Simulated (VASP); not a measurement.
# F (Pm-3m) in VASP: notebook

The runs below take F through single point, with LDA.

Program: VASP 6.6.1. These are calculated values, not measurements. Logs are shortened: lines on timing, memory, paths and dates and some standing lists are left out, and cuts for length are marked.

### 1 The cell of the first run

Symmetry: Pm-3m, No. 221, cubic system. Conventional cell: a = 1.758 Å, b = 1.758 Å, c = 1.758 Å, α = 90.00°, β = 90.00°, γ = 90.00°. Within 2.3 Å of F (site symmetry m-3m) lie 6 F at 1.76 Å.

### 2 Single point, LDA (volume scaled by 0.6)

INCAR reads:

```
SYSTEM = F
  PREC = Accurate
  ENCUT = 520
  EDIFF = 1E-7
  ISMEAR = -1
  SIGMA = 0.08
  LREAL = .FALSE.
  LASPH = .TRUE.
  NELM = 80
  ALGO = Normal
  ISIF = 2
  LWAVE = .FALSE.
  LCHARG = .FALSE.
  NBANDS = 10
```

KPOINTS reads:

```
Automatic mesh
0
G
  17 17 17
  0 0 0
```

POSCAR reads:

```
F
1.0
    1.7579283095      0.0000000000      0.0000000000
    0.0000000000      1.7579283095      0.0000000000
    0.0000000000      0.0000000000      1.7579283095
F
1
Direct
    0.0000000000      0.0000000000      0.0000000000
```

Potentials or basis: VASP PAW LDA potentials, release 64 (F).

Launch:

```sh
$ cat potpaw_LDA.64/F/POTCAR > POTCAR
$ mpirun -np 1 vasp_std > vasp.out
```

OUTCAR:

```text
SYSTEM = F
   PREC = Accurate
   ENCUT = 520
   EDIFF = 1E-7
   ISMEAR = -1
   LREAL = .FALSE.
   LASPH = .TRUE.
   NELM = 80
   ISIF = 2

 ion  position               nearest neighbor table
   1  0.000  0.000  0.000-

  LATTYP: Found a simple cubic cell.
 ALAT       =     1.7579283095

  Lattice vectors:

 A1 = (   1.7579283095,   0.0000000000,   0.0000000000)
 A2 = (   0.0000000000,   1.7579283095,   0.0000000000)
 A3 = (   0.0000000000,   0.0000000000,   1.7579283095)

Analysis of symmetry for initial positions (statically):
=====================================================================
 Subroutine PRICEL returns:
 Original cell was already a primitive cell.

 Routine SETGRP: Setting up the symmetry group for a
 simple cubic supercell.

 Subroutine GETGRP returns: Found 48 space group operations
 (whereof 48 operations were pure point group operations)
 out of a pool of 48 trial point group operations.

The static configuration has the point symmetry O_h .

Analysis of symmetry for dynamics (positions and initial velocities):
=====================================================================
 Subroutine PRICEL returns:
 Original cell was already a primitive cell.

 Routine SETGRP: Setting up the symmetry group for a
 simple cubic supercell.

 Subroutine GETGRP returns: Found 48 space group operations
 (whereof 48 operations were pure point group operations)
 out of a pool of 48 trial point group operations.

The dynamic configuration has the point symmetry O_h .

 Subroutine INISYM returns: Found 48 space group operations
 (whereof 48 operations are pure point group operations),
 and found     1 'primitive' translations

----------------------------------------------------------------------------------------

                                     Primitive cell

  volume of cell :       5.4325

  direct lattice vectors                    reciprocal lattice vectors
     1.757928310  0.000000000  0.000000000     0.568851411  0.000000000  0.000000000
     0.000000000  1.757928310  0.000000000     0.000000000  0.568851411  0.000000000
     0.000000000  0.000000000  1.757928310     0.000000000  0.000000000  0.568851411

  length of vectors
     1.757928310  1.757928310  1.757928310     0.568851411  0.568851411  0.568851411

  position of ions in fractional coordinates (direct lattice)
     0.000000000  0.000000000  0.000000000

  ion indices of the primitive-cell ions
   primitive index   ion index
                 1           1

----------------------------------------------------------------------------------------

 KPOINTS: Automatic mesh

Automatic generation of k-mesh.
 Grid dimensions read from file:
 generate k-points for:   17   17   17

 Generating k-lattice:

  Cartesian coordinates                     Fractional coordinates (reciprocal lattice)
     0.033461848  0.000000000  0.000000000     0.058823529  0.000000000  0.000000000
     0.000000000  0.033461848  0.000000000     0.000000000  0.058823529  0.000000000
     0.000000000  0.000000000  0.033461848     0.000000000  0.000000000  0.058823529

  Length of vectors
     0.033461848  0.033461848  0.033461848

  Shift w.r.t. Gamma in fractional coordinates (k-lattice)
     0.000000000  0.000000000  0.000000000

 Subroutine IBZKPT returns following result:
 ===========================================

 Found    165 irreducible k-points:

 Following reciprocal coordinates:
            Coordinates               Weight
  0.000000  0.000000  0.000000      1.000000
  0.058824  0.000000  0.000000      6.000000
  0.117647  0.000000  0.000000      6.000000
  0.176471  0.000000  0.000000      6.000000
  0.235294  0.000000  0.000000      6.000000
  0.294118  0.000000  0.000000      6.000000
[... 16 lines left out ...]
  0.411765  0.117647  0.000000     24.000000
  0.470588  0.117647  0.000000     24.000000
 [... further k-points ...]
   k-points           NKPTS =    165   k-points in BZ     NKDIM =    165   number of bands    NBANDS=     10
   number of dos      NEDOS =    301   number of ions     NIONS =      1
   total plane-waves  NPLWV =   2744
   dimension x,y,z NGX =    14 NGY =   14 NGZ =   14
   dimension x,y,z NGXF=    28 NGYF=   28 NGZF=   28
   ions per type =               1
   NGX,Y,Z   is equivalent  to a cutoff of  13.24, 13.24, 13.24 a.u.
   NGXF,Y,Z  is equivalent  to a cutoff of  26.48, 26.48, 26.48 a.u.
 SYSTEM =  F
   PREC   = accura    normal or accurate (medium, high low for compatibility)
   ISTART =      0    job   : 0-new  1-cont  2-samecut
   ICHARG =      2    charge: 1-file 2-atom 10-const
   ISPIN  =      1    spin polarized calculation?
   LNONCOLLINEAR =      F non collinear calculations
   LSORBIT =      F    spin-orbit coupling
   LASPH  =      T    aspherical Exc in radial PAW
   ENCUT  =  520.0 eV  38.22 Ry    6.18 a.u.   3.27  3.27  3.27*2*pi/ulx,y,z
   NELM   =     80;   NELMIN=  2; NELMDL= -5     # of ELM steps
   EDIFF  = 0.1E-06   stopping-criterion for ELM
   LREAL  =      F    real-space projection
   EDIFFG = 0.1E-05   stopping-criterion for IOM
   NSW    =      0    number of steps for IOM
   IBRION =     -1    ionic relax: 0-MD 1-quasi-New 2-CG
   NFREE  =      0    steps in history (QN), initial steepest desc. (CG)
   ISIF   =      2    stress and relaxation
   ISYM   =      2    0-nonsym 1-usesym 2-fastsym
   POTIM  = 0.5000    time-step for ionic-motion
   TEBEG  =    0.0;   TEEND  =   0.0 temperature during run
   PSTRESS=    0.0 pullay stress
   NELECT =       7.0000    total number of electrons
   NUPDOWN=      -1.0000    fix difference up-down
   EMIN   =  10.00;   EMAX   =-10.00  energy-range for DOS
   EFERMI =   0.00;   METHOD = LEGACY
   ISMEAR =    -1;   SIGMA  =   0.08  broadening in eV -4-tet -1-fermi 0-gaus
   EFERMI_NEDOS =   21; number of points for ismear=-14 and -15
   IALGO  =     38    algorithm
   IMIX   =      4    mixing-type and parameters
     AMIX     =   0.40;   BMIX     =  1.00
     AMIX_MAG =   1.60;   BMIX_MAG =  1.00
  volume/ion in A,a.u.               =       5.43        36.66
  Fermi-wavevector in a.u.,A,eV,Ry     =   1.781447  3.366448 43.178838  3.173555
  Thomas-Fermi vector in A             =   2.846036
   LORBIT       =      0    0 simple, 1 ext, 2 COOP (PROOUT), +10 PAW based schemes
   GGA     = CA    functional components
   LHFCALC =     F    Hartree Fock is set to
   AEXX    =    0.0000 exact exchange contribution
   IVDW    =     0    specifies the selected vdW correction
   LEPSILON=     F    determine dielectric tensor
   LRPA    =     F    only Hartree local field effects (RPA)
 non-spin polarized calculation
  energy-cutoff  :      520.00
  volume of cell :        5.43
 maximum number of plane-waves:       156
 NGX is ok and might be reduce to    14
   NGX =  7   NGY =  7   NGZ =  7

 number of electron       7.0000010 magnetization

 Free energy of the ion-electron system (eV)
  ---------------------------------------------------
  ext. energy  EPLUGINS =         0.00000000
  ---------------------------------------------------
  free energy    TOTEN  =        -0.24184215 eV

  energy without entropy =       -0.22826359  energy(sigma->0) =       -0.23505287

 E-fermi :   5.7891     XC(G=0): -14.6426

 val. band max:        5.7809711071   @ k =   0.2941   0.0588   0.0000
 cond. band min:       5.8148476607   @ k =   0.2941   0.0588   0.0588
 fundamental gap:      0.0338765536
 Fermi energy:         5.7890653833

 k-point     1 :       0.0000    0.0000    0.0000
  band No.  band energies     occupation
      1     -24.0980      2.00000
      2       5.3814      1.98783
      3       5.3814      1.98783
      4       5.3814      1.98783
      5      23.8210      0.00000
      6      38.2940      0.00000
      7      38.2940      0.00000
      8      60.2467      0.00000
      9      60.2467      0.00000
     10      60.2467      0.00000

 k-point     2 :       0.0588    0.0000    0.0000
  band No.  band energies     occupation
      1     -23.9893      2.00000
      2       4.9113      1.99997
      3       5.4221      1.97985
      4       5.4221      1.97985
      5      24.0158      0.00000
      6      38.4489      0.00000
      7      38.5240      0.00000
      8      59.9605      0.00000
      9      59.9605      0.00000
     10      60.1531      0.00000

 k-point     3 :       0.1176    0.0000    0.0000
  band No.  band energies     occupation
      1     -23.6661      2.00000
      2       3.6249      2.00000
      3       5.5396      1.91526
      4       5.5396      1.91526
      5      24.5460      0.00000
      6      38.9117      0.00000
      7      39.0712      0.00000
      8      59.1401      0.00000
      9      59.1401      0.00000
     10      60.1243      0.00000

 k-point     4 :       0.1765    0.0000    0.0000
  band No.  band energies     occupation
      1     -23.1434      2.00000
      2       1.7965      2.00000
      3       5.7201      1.40628
      4       5.7201      1.40628
      5      25.2979      0.00000
      6      39.5291      0.00000
      7      39.6732      0.00000
      8      57.8654      0.00000
      9      57.8654      0.00000
     10      60.5842      0.00000
[... 222 lines left out ...]
 k-point    22 :       0.3529    0.1176    0.0000
  band No.  band energies     occupation
      1     -20.3509      2.00000
      2      -3.9658      2.00000
      3       4.9656      1.99993
      4       6.5348      0.00018
      5      27.9202      0.00000
      6      38.3911      0.00000
      7      43.5269      0.00000
      8      50.9771      0.00000
      9      54.0902      0.00000
     10      64.2703      0.00000

 k-point    23 :       0.4118    0.1176    0.0000
  band No.  band energies     occupation
      1     -19.5875      2.00000
      2      -5.4515      2.00000
      3       5.1932      1.99884
      4       6.6987      0.00002
      5      28.5119      0.00000
      6      37.5420      0.00000
      7      44.9288      0.00000
      8      49.4885      0.00000
      9      53.2115      0.00000
     10      63.2404      0.00000

 k-point    24 :       0.4706    0.1176    0.0000
  band No.  band energies     occupation
      1     -19.1184      2.00000
      2      -6.2923      2.00000
      3       5.3179      1.99448
      4       6.7877      0.00001
      5      28.8647      0.00000
      6      37.0244      0.00000
      7      46.4167      0.00000
      8      47.9583      0.00000
      9      52.7415      0.00000
     10      62.5878      0.00000

 [... further k-points ...]

------------------------ aborting loop because EDIFF is reached ----------------------------------------

  FORCE on cell =-STRESS in cart. coord.  units (eV):
  Direction    XX          YY          ZZ          XY          YZ          ZX
  --------------------------------------------------------------------------------------
  -------------------------------------------------------------------------------------
  Total        6.5071621      6.5071621      6.5071621      0.0000000      0.0000000      0.0000000
  in kB     1919.1049624   1919.1049624   1919.1049624      0.0000000      0.0000000      0.0000000
  external PRESSURE =    1919.1049624 kB  Pullay stress =       0.0000000 kB

 VOLUME and BASIS-vectors are now :
 -----------------------------------------------------------------------------
  energy-cutoff  :      520.00
  volume of cell :        5.43
      direct lattice vectors                 reciprocal lattice vectors
     1.757928310  0.000000000  0.000000000     0.568851411  0.000000000  0.000000000
     0.000000000  1.757928310  0.000000000     0.000000000  0.568851411  0.000000000
     0.000000000  0.000000000  1.757928310     0.000000000  0.000000000  0.568851411

 POSITION                                       TOTAL-FORCE (eV/Angst)
 -----------------------------------------------------------------------------------
      0.00000      0.00000      0.00000         0.000000      0.000000      0.000000
 -----------------------------------------------------------------------------------
    total drift:                               -0.000000     -0.000000     -0.000000

  FREE ENERGIE OF THE ION-ELECTRON SYSTEM (eV)
  ---------------------------------------------------
  free  energy   TOTEN  =        -0.2418421470 eV

  energy  without entropy=       -0.2282635874  energy(sigma->0) =       -0.23505287
```

Run time: 2.2 s. Hardware: 1 thread of Intel Xeon 6975P-C (Granite Rapids), shared host; peak memory 0.11 GiB.

What came out:

| Item | Value |
| --- | --- |
| Free energy | -0.2418 eV |
| Pressure | 191.9 GPa |

Levels at points of the mesh, in eV from the Fermi level:
| k point | band 2 | band 3 | band 4 | band 5 | band 6 | band 7 |
| --- | --- | --- | --- | --- | --- | --- |
| (0.00, 0.00, 0.00) | -0.41 | -0.41 | -0.41 | 18.03 | 32.50 | 32.50 |

Caveat: an odd number of electrons without spin polarisation forces a metal; a magnetic or distorted state may lie lower.

### 3 Single point, LDA (volume scaled by 0.6)

INCAR reads:

```
PREC = Accurate ; ENCUT = 520
EDIFF = 1E-7 ; ISMEAR = -1
SIGMA = 0.08 ; LREAL = F
LASPH = T ; NELM = 100
ALGO = Normal ; ISIF = 2
LWAVE = F ; LCHARG = F
NBANDS = 10
```

KPOINTS reads:

```
regular mesh
0
Gamma
  17 17 17
```

POSCAR is that of step 2.

Potentials or basis: VASP PAW LDA potentials, release 64 (F).

Launch:

```sh
$ cat potpaw_LDA.64/F/POTCAR > POTCAR
$ mpirun -np 1 vasp_std > vasp.out
```

Run time: 2.2 s. Hardware: 1 thread of Intel Xeon 6975P-C (Granite Rapids), shared host; peak memory 0.1 GiB.

Results (log left out):

| Item | Value |
| --- | --- |
| Free energy | -0.2418 eV |
| Pressure | 191.9 GPa |

Levels at points of the mesh, in eV from the Fermi level:
| k point | band 1 | band 2 | band 3 | band 4 | band 5 | band 6 | band 7 | band 8 |
| --- | --- | --- | --- | --- | --- | --- | --- | --- |
| (0.00, 0.00, 0.00) | -29.89 | -0.41 | -0.41 | -0.41 | 18.03 | 32.50 | 32.50 | 54.46 |

Caveat: an odd number of electrons without spin polarisation forces a metal; a magnetic or distorted state may lie lower.

### 4 Single point, LDA (volume scaled by 0.7)

INCAR reads:

```
  PREC = Accurate
  ENCUT = 520
  EDIFF = 1E-6
  ISMEAR = -1
  SIGMA = 0.08
  LREAL = F
  LASPH = T
  NELM = 80
  ALGO = Normal
  ISIF = 2
  LWAVE = F
  LCHARG = F
  GGA = CA
  NBANDS = 10
```

KPOINTS is that of step 3.

POSCAR reads:

```
F
1.0
    1.8506178916      0.0000000000      0.0000000000
    0.0000000000      1.8506178916      0.0000000000
    0.0000000000      0.0000000000      1.8506178916
F
1
Direct
    0.0000000000      0.0000000000      0.0000000000
```

Launch:

```sh
$ cat potpaw_LDA.64/F/POTCAR > POTCAR
$ mpirun -np 1 vasp_std > vasp.out
```

It took 2 s on 1 thread of Intel Xeon 6975P-C (Granite Rapids), shared host; peak memory 0.1 GiB.

It converged, with:

```yaml
Free_energy: -1.0209 eV
Pressure: 92.6 GPa
```

Levels at points of the mesh, in eV from the Fermi level:
| k point | band 2 | band 3 | band 4 | band 5 | band 6 | band 7 |
| --- | --- | --- | --- | --- | --- | --- |
| (0.00, 0.00, 0.00) | -0.30 | -0.30 | -0.30 | 16.15 | 31.49 | 31.49 |

Caveat: an odd number of electrons without spin polarisation forces a metal; a magnetic or distorted state may lie lower.

[end of part 1 of 2]
